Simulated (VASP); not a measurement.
Runs of VASP 6.6.1 on NaCl. The structure is that of space group Fm-3m (No. 225), or close to it. The cells are those of the table. 

```tsv
task	cell	k mesh	cutoff (eV)	smearing	gap on the mesh (eV)	pressure (GPa)
single point	a = 3.864 Å, angles 60.0, 60.0, 90.0°, 2 atoms	8 × 8 × 8	500	gaussian 0.01 eV	5.08	0.0
single point	a = 3.864 Å, angles 60.0, 60.0, 90.0°, 2 atoms	12 × 12 × 12	520	fermi-dirac 0.1 eV	5.08	0.0
relaxation of cell and atoms	relaxed from a = 3.974 Å, angles 60.0, 60.0, 90.0°, 2 atoms	12 × 12 × 12	600	fermi-dirac 0.1 eV	5.08	0.0
single point	a = 3.903, b = 3.903, c = 3.872 Å, angles 59.7, 59.7, 90.0°, 2 atoms	8 × 8 × 8	520	gaussian 0.01 eV	5.02	-0.4
single point	a = 3.941, b = 3.941, c = 3.889 Å, angles 59.6, 59.6, 90.0°, 2 atoms	8 × 8 × 8	520	gaussian 0.01 eV	(b)	-0.9
single point	a = 3.903, b = 3.903, c = 3.876 Å, angles 59.8, 59.8, 90.0°, 2 atoms	8 × 8 × 8	520	gaussian 0.01 eV	5.01	-0.5
single point	a = 3.941, b = 3.941, c = 3.880 Å, angles 59.5, 59.5, 90.0°, 2 atoms	8 × 8 × 8	520	gaussian 0.01 eV	(a)	(c)
```

Alike in all rows: level LDA; potentials or basis VASP PAW LDA potentials, release 64 (Na_pv, Cl); no spin polarisation.

Task: Fill in the values left out.

Result: (a) 4.95; (b) 4.94; (c) -0.7.

A k mesh can miss the band edges.
